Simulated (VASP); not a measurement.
# AgAuC4N4 (P-43m) in VASP: notebook, part 2 of 2

VASP 6.6.1. Earlier steps stand in the parts before.

**3. Single point, PBE, collinear spin**

Contents of INCAR:

```
SYSTEM = AgAuC4N4
  PREC = Accurate
  ENCUT = 520
  EDIFF = 1E-7
  ISMEAR = 0
  SIGMA = 0.1
  LREAL = .False.
  LASPH = .True.
  NELM = 150
  ALGO = Normal
  ISIF = 2
  LWAVE = .False.
  LCHARG = .False.
  ISPIN = 2
  MAGMOM = 1 0 0 0 0 1 0 0 0 0
  LORBIT = 11
  LMAXMIX = 4
  GGA = PE
  NBANDS = 44
```

Contents of KPOINTS:

```
Automatic mesh
0
Gamma
  4 4 4
  0 0 0
```

Contents of POSCAR:

```
AgAuC4N4
1.0
    6.0125257000      0.0000000000      0.0000000000
    0.0000000000      6.0125257000      0.0000000000
    0.0000000000      0.0000000000      6.0125257000
Ag C Au N
1 4 1 4
Direct
    0.5000000000      0.5000000000      0.5000000000
    0.1840791200      0.1840791200      0.1840791200
    0.1840791200      0.8159208800      0.8159208800
    0.8159208800      0.1840791200      0.8159208800
    0.8159208800      0.8159208800      0.1840791200
    0.0000000000      0.0000000000      0.0000000000
    0.2964278900      0.2964278900      0.2964278900
    0.2964278900      0.7035721100      0.7035721100
    0.7035721100      0.2964278900      0.7035721100
    0.7035721100      0.7035721100      0.2964278900
```

Potentials or basis: VASP PAW PBE potentials, release 64 (Ag, C, Au, N).

On the command line:

```console
> cat potpaw_PBE.64/Ag/POTCAR potpaw_PBE.64/C/POTCAR potpaw_PBE.64/Au/POTCAR potpaw_PBE.64/N/POTCAR > POTCAR
> mpirun -np 1 vasp_std > vasp.out
```

OUTCAR:

```text
SYSTEM = AgAuC4N4
   PREC = Accurate
   ENCUT = 520
   EDIFF = 1E-7
   ISMEAR = 0
   LREAL = .False.
   LASPH = .True.
   NELM = 150
   ISIF = 2
   ISPIN = 2
   LORBIT = 11
   GGA = PE

 ion  position               nearest neighbor table
   1  0.500  0.500  0.500-   7 2.12   8 2.12   9 2.12  10 2.12
   2  0.184  0.184  0.184-   7 1.17   6 1.92
   3  0.184  0.816  0.816-   8 1.17   6 1.92
   4  0.816  0.184  0.816-   9 1.17   6 1.92
   5  0.816  0.816  0.184-  10 1.17   6 1.92
   6  0.000  0.000  0.000-   2 1.92   3 1.92   4 1.92   5 1.92
   7  0.296  0.296  0.296-   2 1.17   1 2.12
   8  0.296  0.704  0.704-   3 1.17   1 2.12
   9  0.704  0.296  0.704-   4 1.17   1 2.12
  10  0.704  0.704  0.296-   5 1.17   1 2.12

  LATTYP: Found a simple cubic cell.
 ALAT       =     6.0125257000

  Lattice vectors:

 A1 = (   6.0125257000,   0.0000000000,   0.0000000000)
 A2 = (   0.0000000000,   6.0125257000,   0.0000000000)
 A3 = (   0.0000000000,   0.0000000000,   6.0125257000)

Analysis of symmetry for initial positions (statically):
=====================================================================
 Subroutine PRICEL returns:
 Original cell was already a primitive cell.

 Routine SETGRP: Setting up the symmetry group for a
[... 1096 lines left out ...]
     0.000000000  0.000000000  6.012525700     0.000000000  0.000000000  0.166319455

 POSITION                                       TOTAL-FORCE (eV/Angst)
 -----------------------------------------------------------------------------------
      3.00626      3.00626      3.00626        -0.000000     -0.000000     -0.000000
      1.10678      1.10678      1.10678         1.083032      1.083032      1.083032
      1.10678      4.90575      4.90575         1.083032     -1.083032     -1.083032
      4.90575      1.10678      4.90575        -1.083032      1.083032     -1.083032
      4.90575      4.90575      1.10678        -1.083032     -1.083032      1.083032
      0.00000      0.00000      0.00000        -0.000000     -0.000000      0.000000
      1.78228      1.78228      1.78228         0.329430      0.329430      0.329430
      1.78228      4.23025      4.23025         0.329430     -0.329430     -0.329430
      4.23025      1.78228      4.23025        -0.329430      0.329430     -0.329430
      4.23025      4.23025      1.78228        -0.329430     -0.329430      0.329430
 -----------------------------------------------------------------------------------
    total drift:                                0.000000      0.000000     -0.000000

  FREE ENERGIE OF THE ION-ELECTRON SYSTEM (eV)
  ---------------------------------------------------
  free  energy   TOTEN  =       -66.6673070116 eV

  energy  without entropy=      -66.6338089813  energy(sigma->0) =      -66.65055800

 total charge

# of ion       s       p       d       tot
------------------------------------------
    1        0.317   0.391   9.082   9.791
    2        0.958   1.651   0.000   2.609
    3        0.958   1.651   0.000   2.609
    4        0.958   1.651   0.000   2.609
    5        0.958   1.651   0.000   2.609
    6        0.735   1.013   8.516  10.264
    7        1.311   2.543   0.000   3.854
    8        1.311   2.543   0.000   3.854
    9        1.311   2.543   0.000   3.854
   10        1.311   2.543   0.000   3.854
--------------------------------------------------
tot         10.129  18.183  17.598  45.910

 magnetization (x)

# of ion       s       p       d       tot
------------------------------------------
    1       -0.000  -0.000  -0.000  -0.000
    2       -0.000  -0.000   0.000  -0.000
    3       -0.000  -0.000   0.000  -0.000
    4       -0.000  -0.000   0.000  -0.000
    5       -0.000  -0.000   0.000  -0.000
    6       -0.000  -0.000  -0.000  -0.000
    7       -0.000  -0.000   0.000  -0.000
    8       -0.000  -0.000   0.000  -0.000
    9       -0.000  -0.000   0.000  -0.000
   10       -0.000  -0.000   0.000  -0.000
--------------------------------------------------
tot         -0.000  -0.000  -0.000  -0.000
```

Run time: 3.4 min. Hardware: 1 thread of Oxide Virtual Turin-like, shared host; peak memory 0.47 GiB.

What came out:

```yaml
Free_energy: -66.6673 eV
Pressure: 6.8 GPa
Largest_force: 1.876 eV/Å
Band_gap_on_the_k_mesh: zero (filled and empty bands overlap)
Net_moment: 0.00 μB per cell
Valence_electrons_inside_the_program's_atomic_spheres: Ag 9.79; C 2.61; Au 10.26; N 3.85
```

Forces in eV/Å, atoms in the order of the input:
```
Ag   0.000  0.000  0.000
C    1.083  1.083  1.083
C    1.083 -1.083 -1.083
C   -1.083  1.083 -1.083
C   -1.083 -1.083  1.083
Au   0.000  0.000  0.000
N    0.329  0.329  0.329
N    0.329 -0.329 -0.329
N   -0.329  0.329 -0.329
N   -0.329 -0.329  0.329
```

Caveat: the cell stands under pressure; spin-orbit coupling is left out, which moves the levels of the heavy elements; forces of over 1 eV/Å act on the atoms, so gaps and moduli don't describe the material at rest.
